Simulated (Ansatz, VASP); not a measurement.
## One calculation of Pt, two programs

POSCAR

```
Pt
1.0
    2.6226323350      0.0000000000      0.0000000000
   -1.3113161675      2.2712662269      0.0000000000
    0.0000000000      0.0000000000      4.7921340000
Pt
2
Direct
    0.6666666667      0.3333333333      0.7500000000
    0.3333333333      0.6666666667      0.2500000000
```

The input INCAR.step1:

```
SYSTEM = Pt
PREC = Accurate
ENCUT = 520
ISMEAR = 0
SIGMA = 0.15
LREAL = .False.
LASPH = .True.
NELM = 60
NBANDS = 17
GGA = PE
ALGO = Normal
EDIFF = 1E-4
LWAVE = .True.
LCHARG = .False.
```

The input INCAR.step2:

```
SYSTEM = Pt
PREC = Accurate
ENCUT = 520
EDIFF = 1E-6
ISMEAR = 0
SIGMA = 0.15
LREAL = .False.
LASPH = .True.
NELM = 60
ALGO = Normal
ISIF = 2
LWAVE = .False.
LCHARG = .True.
METAGGA = R2SCAN
LMIXTAU = .True.
LELF = .True.
LVHAR = .True.
NBANDS = 17
ISTART = 1
```

Contents of KPOINTS:

```
regular mesh
0
Gamma
  18 18 10
  0 0 0
```

Input for Ansatz:

```yaml
crystal:
  lattice:
    - [2.622632335, 0.0, 0.0]
    - [-1.3113161675, 2.2712662269, 0.0]
    - [0.0, 0.0, 4.792134]
  atoms:
    - { symbol: Pt, position: [0.6666666667, 0.3333333333, 0.75] }
    - { symbol: Pt, position: [0.3333333333, 0.6666666667, 0.25] }
basis:
  ecutwfc: 500
kpoints:
  mp_grid: { grid: [18, 18, 10] }
hamiltonian:
  xc: r2scan
scf:
  occupations: { method: gaussian, width: 0.15 }
output:
  forces: true
  stress: true
  eigenvalues: true
```

Change from the starting cell: strain -0.0500 x Voigt [1, 1, 0, 0, 0, 0], atoms carried along.

Alike in both runs: task single point; functional r2SCAN; k mesh 18 × 18 × 10; occupations gaussian, width 0.15 eV; no spin polarisation.

|  | VASP | Ansatz |
| --- | --- | --- |
| version | VASP 6.6.1 | Ansatz 0.2.0 |
| potentials or method | VASP PAW PBE potentials, release 64 (Pt), cutoff 520 eV | scalar-relativistic, plane waves, PAW |
| valence electrons in the cell | 20 | 36 |

|  | VASP | Ansatz | Ansatz less VASP |
| --- | --- | --- | --- |
| gap on the k mesh at the Fermi level (eV) | none | none | - |
| pressure (GPa) | 29.4 | 28.2 | -1.22 |
| traceless stress, the component that is largest in VASP (GPa) | -14.81 | -14.38 | +0.432 |

VASP's potentials were made for PBE, not for r2SCAN. A gap of «none» marks a metal or a gap that the smearing closes. Both programs put the cell under a high pressure, so it lies far from rest at this level. VASP's potentials hold 20 valence electrons a cell and Ansatz's 36, so a difference there can come from the potentials and not from the codes.

Neither program's run includes spin-orbit coupling.
